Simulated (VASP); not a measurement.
# Se (P3_121) in VASP: further runs

Runs on Se. Level: LDA. Tasks: single point.

Program: VASP 6.6.1. These are calculated values, not measurements. Logs are shortened: lines on timing, memory, paths and dates and some standing lists are left out, and cuts for length are marked.

### 1 The cell of the first run

The structure is trigonal, space group P3_121 (No. 152). Conventional cell: a = 3.947 Å, b = 3.947 Å, c = 5.119 Å, α = 90.00°, β = 90.00°, γ = 120.00°. Within 3.2 Å of Se (site symmetry 2) lie 6 Se at 2.44 to 3.10 Å.

### 2 Single point, LDA

File INCAR:

```
SYSTEM = Se
ALGO = Normal ; EDIFF = 1E-7
ENCUT = 520 ; GGA = CA
ISIF = 2 ; ISMEAR = 0
LASPH = .TRUE. ; LCHARG = .FALSE.
LREAL = .FALSE. ; LWAVE = .FALSE.
NBANDS = 16 ; NELM = 80
PREC = Accurate ; SIGMA = 0.02
```

File KPOINTS:

```
k-points
0
G
  12 12 8
  0 0 0
```

File POSCAR:

```
Se
1.0
    3.9469386681      0.0000000000      0.0000000000
   -1.9734693340      3.4181491537      0.0000000000
    0.0000000000      0.0000000000      5.1189848276
Se
3
Direct
    0.2553695463      0.0000000000      0.3333333333
    0.0000000000      0.2553695463      0.6666666667
    0.7446304537      0.7446304537      0.0000000000
```

Potentials or basis: VASP PAW LDA potentials, release 64 (Se).

On the command line:

```bash
cat potpaw_LDA.64/Se/POTCAR > POTCAR
mpirun -np 1 vasp_std > vasp.out
```

OUTCAR:

```text
SYSTEM = Se
   EDIFF = 1E-7
   ENCUT = 520
   GGA = CA
   ISIF = 2
   ISMEAR = 0
   LASPH = .TRUE.
   LREAL = .FALSE.
   NELM = 80
   PREC = Accurate

 ion  position               nearest neighbor table
   1  0.255  0.000  0.333-   3 2.44   2 2.44
   2  0.000  0.255  0.667-   3 2.44   1 2.44
   3  0.745  0.745  0.000-   2 2.44   1 2.44

  LATTYP: Found a hexagonal cell.
 ALAT       =     3.9469386681
 C/A-ratio  =     1.2969506897

  Lattice vectors:

 A1 = (   3.9469386681,   0.0000000000,   0.0000000000)
 A2 = (  -1.9734693340,   3.4181491537,   0.0000000000)
 A3 = (   0.0000000000,   0.0000000000,   5.1189848276)

Analysis of symmetry for initial positions (statically):
=====================================================================
 Subroutine PRICEL returns:
 Original cell was already a primitive cell.

 Routine SETGRP: Setting up the symmetry group for a
 hexagonal supercell.

 Subroutine GETGRP returns: Found  6 space group operations
 (whereof  2 operations were pure point group operations)
 out of a pool of 24 trial point group operations.

The static configuration has the point symmetry C_2 .
 The point group associated with its full space group is D_3 .

Analysis of symmetry for dynamics (positions and initial velocities):
=====================================================================
 Subroutine PRICEL returns:
 Original cell was already a primitive cell.

 Routine SETGRP: Setting up the symmetry group for a
 hexagonal supercell.

 Subroutine GETGRP returns: Found  6 space group operations
 (whereof  2 operations were pure point group operations)
 out of a pool of 24 trial point group operations.

The dynamic configuration has the point symmetry C_2 .
 The point group associated with its full space group is D_3 .

 Subroutine INISYM returns: Found  6 space group operations
 (whereof  2 operations are pure point group operations),
 and found     1 'primitive' translations

----------------------------------------------------------------------------------------

                                     Primitive cell

  volume of cell :      69.0614

  direct lattice vectors                    reciprocal lattice vectors
     3.946938668  0.000000000  0.000000000     0.253360917  0.146277994  0.000000000
    -1.973469334  3.418149154  0.000000000     0.000000000  0.292555987  0.000000000
     0.000000000  0.000000000  5.118984828     0.000000000  0.000000000  0.195351233

  length of vectors
     3.946938668  3.946938668  5.118984828     0.292555987  0.292555987  0.195351233

  position of ions in fractional coordinates (direct lattice)
     0.255369546  0.000000000  0.333333333
     0.000000000  0.255369546  0.666666667
     0.744630454  0.744630454  0.000000000

  ion indices of the primitive-cell ions
   primitive index   ion index
                 1           1
                 2           2
                 3           3

----------------------------------------------------------------------------------------

 KPOINTS: k-points

Automatic generation of k-mesh.
 Grid dimensions read from file:
 generate k-points for:   12   12    8

 Generating k-lattice:

  Cartesian coordinates                     Fractional coordinates (reciprocal lattice)
     0.021113410  0.012189833  0.000000000     0.083333333 -0.000000000  0.000000000
     0.000000000  0.024379666  0.000000000     0.000000000  0.083333333  0.000000000
     0.000000000  0.000000000  0.024418904     0.000000000  0.000000000  0.125000000

  Length of vectors
     0.024379666  0.024379666  0.024418904

  Shift w.r.t. Gamma in fractional coordinates (k-lattice)
     0.000000000  0.000000000  0.000000000

 Subroutine IBZKPT returns following result:
 ===========================================

 Found    131 irreducible k-points:

 Following reciprocal coordinates:
            Coordinates               Weight
  0.000000  0.000000  0.000000      1.000000
  0.083333  0.000000  0.000000      6.000000
  0.166667  0.000000  0.000000      6.000000
  0.250000  0.000000  0.000000      6.000000
  0.333333  0.000000  0.000000      6.000000
  0.416667  0.000000  0.000000      6.000000
[... 16 lines left out ...]
  0.166667  0.000000  0.125000      6.000000
  0.000000  0.166667  0.125000      6.000000
 [... further k-points ...]
   k-points           NKPTS =    131   k-points in BZ     NKDIM =    131   number of bands    NBANDS=     16
   number of dos      NEDOS =    301   number of ions     NIONS =      3
   total plane-waves  NPLWV =  36000
   dimension x,y,z NGX =    30 NGY =   30 NGZ =   40
   dimension x,y,z NGXF=    60 NGYF=   60 NGZF=   80
   ions per type =               3
   NGX,Y,Z   is equivalent  to a cutoff of  12.64, 12.64, 12.99 a.u.
   NGXF,Y,Z  is equivalent  to a cutoff of  25.27, 25.27, 25.98 a.u.
 SYSTEM =  Se
   PREC   = accura    normal or accurate (medium, high low for compatibility)
   ISTART =      0    job   : 0-new  1-cont  2-samecut
   ICHARG =      2    charge: 1-file 2-atom 10-const
   ISPIN  =      1    spin polarized calculation?
   LNONCOLLINEAR =      F non collinear calculations
   LSORBIT =      F    spin-orbit coupling
   LASPH  =      T    aspherical Exc in radial PAW
   ENCUT  =  520.0 eV  38.22 Ry    6.18 a.u.   7.34  7.34  9.52*2*pi/ulx,y,z
   NELM   =     80;   NELMIN=  2; NELMDL= -5     # of ELM steps
   EDIFF  = 0.1E-06   stopping-criterion for ELM
   LREAL  =      F    real-space projection
   EDIFFG = 0.1E-05   stopping-criterion for IOM
   NSW    =      0    number of steps for IOM
   IBRION =     -1    ionic relax: 0-MD 1-quasi-New 2-CG
   NFREE  =      0    steps in history (QN), initial steepest desc. (CG)
   ISIF   =      2    stress and relaxation
   ISYM   =      2    0-nonsym 1-usesym 2-fastsym
   POTIM  = 0.5000    time-step for ionic-motion
   TEBEG  =    0.0;   TEEND  =   0.0 temperature during run
   PSTRESS=    0.0 pullay stress
   NELECT =      18.0000    total number of electrons
   NUPDOWN=      -1.0000    fix difference up-down
   EMIN   =  10.00;   EMAX   =-10.00  energy-range for DOS
   EFERMI =   0.00;   METHOD = LEGACY
   ISMEAR =     0;   SIGMA  =   0.02  broadening in eV -4-tet -1-fermi 0-gaus
   EFERMI_NEDOS =   21; number of points for ismear=-14 and -15
   IALGO  =     38    algorithm
   IMIX   =      4    mixing-type and parameters
     AMIX     =   0.40;   BMIX     =  1.00
     AMIX_MAG =   1.60;   BMIX_MAG =  1.00
  volume/ion in A,a.u.               =      23.02       155.35
  Fermi-wavevector in a.u.,A,eV,Ry     =   1.045732  1.976148 14.878738  1.093556
  Thomas-Fermi vector in A             =   2.180541
   LORBIT       =      0    0 simple, 1 ext, 2 COOP (PROOUT), +10 PAW based schemes
   GGA     = CA    functional components
   LHFCALC =     F    Hartree Fock is set to
   AEXX    =    0.0000 exact exchange contribution
   IVDW    =     0    specifies the selected vdW correction
   LEPSILON=     F    determine dielectric tensor
   LRPA    =     F    only Hartree local field effects (RPA)
 non-spin polarized calculation
 Gauss-broadening in eV      SIGMA  =   0.02
  energy-cutoff  :      520.00
  volume of cell :       69.06
 maximum number of plane-waves:      1892
 NGX is ok and might be reduce to    30
   NGX = 15   NGY = 15   NGZ = 19

 number of electron      18.0000000 magnetization

 Free energy of the ion-electron system (eV)
  ---------------------------------------------------
  ext. energy  EPLUGINS =         0.00000000
  ---------------------------------------------------
  free energy    TOTEN  =       -12.47790953 eV

  energy without entropy =      -12.47790953  energy(sigma->0) =      -12.47790953

 E-fermi :   4.5834     XC(G=0): -10.0116

 val. band max:        4.4580120454   @ k =   0.3333   0.3333   0.5000
 cond. band min:       4.7355716439   @ k =   0.3333   0.3333   0.5000
 fundamental gap:      0.2775595986
 Fermi energy:         4.5833826321

 k-point     1 :       0.0000    0.0000    0.0000
  band No.  band energies     occupation
      1     -11.9208      2.00000
      2      -7.7138      2.00000
      3      -7.7138      2.00000
      4       0.6810      2.00000
      5       1.0177      2.00000
      6       1.0177      2.00000
[... 8 lines left out ...]
     15      11.4648      0.00000
     16      12.6354      0.00000

 k-point     2 :       0.0833    0.0000    0.0000
  band No.  band energies     occupation
      1     -11.8662      2.00000
      2      -7.7308      2.00000
      3      -7.6976      2.00000
      4       0.2244      2.00000
      5       0.7316      2.00000
      6       0.9746      2.00000
[... 8 lines left out ...]
     15      11.7622      0.00000
     16      12.5216      0.00000

 k-point     3 :       0.1667    0.0000    0.0000
  band No.  band energies     occupation
      1     -11.7071      2.00000
      2      -7.7962      2.00000
      3      -7.6516      2.00000
      4      -0.5057      2.00000
      5       0.2641      2.00000
      6       0.7447      2.00000
[... 8 lines left out ...]
     15      12.2194      0.00000
     16      12.7329      0.00000

 k-point     4 :       0.2500    0.0000    0.0000
  band No.  band energies     occupation
      1     -11.4601      2.00000
      2      -7.9399      2.00000
      3      -7.5852      2.00000
      4      -1.0717      2.00000
      5      -0.1805      2.00000
      6       0.4633      2.00000
[... 8 lines left out ...]
     15      12.6744      0.00000
     16      13.4112      0.00000
[... 324 lines left out ...]
 k-point    22 :       0.0000    0.0833    0.1250
  band No.  band energies     occupation
      1     -11.7940      2.00000
      2      -8.5876      2.00000
      3      -6.8302      2.00000
      4       0.3022      2.00000
      5       0.4374      2.00000
      6       1.1347      2.00000
[... 8 lines left out ...]
     15      11.8516      0.00000
     16      12.2408      0.00000

 k-point    23 :       0.1667    0.0000    0.1250
  band No.  band energies     occupation
      1     -11.6374      2.00000
      2      -8.5235      2.00000
      3      -6.9513      2.00000
      4      -0.4369      2.00000
      5       0.4219      2.00000
      6       0.8122      2.00000
[... 8 lines left out ...]
     15      11.9823      0.00000
     16      12.3281      0.00000

 k-point    24 :       0.0000    0.1667    0.1250
  band No.  band energies     occupation
      1     -11.6355      2.00000
      2      -8.5565      2.00000
      3      -6.8914      2.00000
      4      -0.4414      2.00000
      5      -0.0446      2.00000
      6       0.8508      2.00000
[... 8 lines left out ...]
     15      12.2505      0.00000
     16      12.9380      0.00000

 [... further k-points ...]

------------------------ aborting loop because EDIFF is reached ----------------------------------------

  FORCE on cell =-STRESS in cart. coord.  units (eV):
  Direction    XX          YY          ZZ          XY          YZ          ZX
  --------------------------------------------------------------------------------------
  -------------------------------------------------------------------------------------
  Total        0.0821227      0.0821227      0.1534486      0.0000000      0.0000000     -0.0000000
  in kB        1.9051922      1.9051922      3.5599051      0.0000000      0.0000000     -0.0000000
  external PRESSURE =       2.4567632 kB  Pullay stress =       0.0000000 kB

 VOLUME and BASIS-vectors are now :
 -----------------------------------------------------------------------------
  energy-cutoff  :      520.00
  volume of cell :       69.06
      direct lattice vectors                 reciprocal lattice vectors
     3.946938668  0.000000000  0.000000000     0.253360917  0.146277994  0.000000000
    -1.973469334  3.418149154  0.000000000     0.000000000  0.292555987  0.000000000
     0.000000000  0.000000000  5.118984828     0.000000000  0.000000000  0.195351233

 POSITION                                       TOTAL-FORCE (eV/Angst)
 -----------------------------------------------------------------------------------
      1.00793      0.00000      1.70633         0.037407      0.000000     -0.000000
     -0.50396      0.87289      3.41266        -0.018703      0.032395      0.000000
      1.46951      2.54526      0.00000        -0.018703     -0.032395      0.000000
 -----------------------------------------------------------------------------------
    total drift:                               -0.000000     -0.000000      0.000000

  FREE ENERGIE OF THE ION-ELECTRON SYSTEM (eV)
  ---------------------------------------------------
  free  energy   TOTEN  =       -12.4779095309 eV

  energy  without entropy=      -12.4779095309  energy(sigma->0) =      -12.47790953
```

Wall time 2.6 min (1 thread of Intel Xeon Platinum 8175M at 2.50GHz (Skylake/Cascade Lake), shared host); peak memory 0.23 GiB.

What came out:

```
Free energy            : -12.4779 eV
Pressure               : 0.2 GPa
Largest force          : 0.037 eV/Å
Band gap on the k mesh : 0.28 eV
```

Forces on the atoms (eV/Å):
```
Se   0.037  0.000  0.000
Se  -0.019  0.032  0.000
Se  -0.019 -0.032  0.000
```

### 3 Single point, LDA

File INCAR:

```
SYSTEM = Se
  PREC = Accurate
  ENCUT = 520
  EDIFF = 1E-6
  ISMEAR = 0
  SIGMA = 0.01
  LREAL = .FALSE.
  LASPH = .TRUE.
  NELM = 80
  ALGO = Normal
  ISIF = 2
  LWAVE = .FALSE.
  LCHARG = .FALSE.
  NBANDS = 16
```

File KPOINTS:

```
regular mesh
0
G
  15 15 10
  0 0 0
```

POSCAR is that of step 2.

Potentials or basis: VASP PAW LDA potentials, release 64 (Se).

On the command line:

```bash
cat potpaw_LDA.64/Se/POTCAR > POTCAR
mpirun -np 1 vasp_std > vasp.out
```

OUTCAR:

```text
SYSTEM = Se
   PREC = Accurate
   ENCUT = 520
   EDIFF = 1E-6
   ISMEAR = 0
   LREAL = .FALSE.
   LASPH = .TRUE.
   NELM = 80
   ISIF = 2

 ion  position               nearest neighbor table
   1  0.255  0.000  0.333-   3 2.44   2 2.44
   2  0.000  0.255  0.667-   3 2.44   1 2.44
   3  0.745  0.745  0.000-   2 2.44   1 2.44

  LATTYP: Found a hexagonal cell.
 ALAT       =     3.9469386681
 C/A-ratio  =     1.2969506897

  Lattice vectors:

[... 649 lines left out ...]

  FORCE on cell =-STRESS in cart. coord.  units (eV):
  Direction    XX          YY          ZZ          XY          YZ          ZX
  --------------------------------------------------------------------------------------
  -------------------------------------------------------------------------------------
  Total        0.0801174      0.0801174      0.1587180      0.0000000      0.0000000      0.0000000
  in kB        1.8586694      1.8586694      3.6821510      0.0000000      0.0000000      0.0000000
  external PRESSURE =       2.4664966 kB  Pullay stress =       0.0000000 kB

 VOLUME and BASIS-vectors are now :
 -----------------------------------------------------------------------------
  energy-cutoff  :      520.00
  volume of cell :       69.06
      direct lattice vectors                 reciprocal lattice vectors
     3.946938668  0.000000000  0.000000000     0.253360917  0.146277994  0.000000000
    -1.973469334  3.418149154  0.000000000     0.000000000  0.292555987  0.000000000
     0.000000000  0.000000000  5.118984828     0.000000000  0.000000000  0.195351233

 POSITION                                       TOTAL-FORCE (eV/Angst)
 -----------------------------------------------------------------------------------
      1.00793      0.00000      1.70633         0.037665      0.000000      0.000000
     -0.50396      0.87289      3.41266        -0.018832      0.032619     -0.000000
      1.46951      2.54526      0.00000        -0.018832     -0.032619     -0.000000
 -----------------------------------------------------------------------------------
    total drift:                               -0.000000     -0.000000      0.000000

  FREE ENERGIE OF THE ION-ELECTRON SYSTEM (eV)
  ---------------------------------------------------
  free  energy   TOTEN  =       -12.4780386530 eV

  energy  without entropy=      -12.4780386530  energy(sigma->0) =      -12.47803865
```

Run time: 4.1 min. Hardware: 1 thread of Intel Xeon Platinum 8175M at 2.50GHz (Skylake/Cascade Lake), shared host; peak memory 0.3 GiB.

What came out:

```yaml
Free_energy: -12.4780 eV
Pressure: 0.2 GPa
Largest_force: 0.038 eV/Å
Band_gap_on_the_k_mesh: 0.28 eV
```

Forces on the atoms (eV/Å):
```
Se   0.038  0.000  0.000
Se  -0.019  0.033  0.000
Se  -0.019 -0.033  0.000
```

Caveat: an odd mesh through Γ misses points on the zone boundary, where band edges can lie.
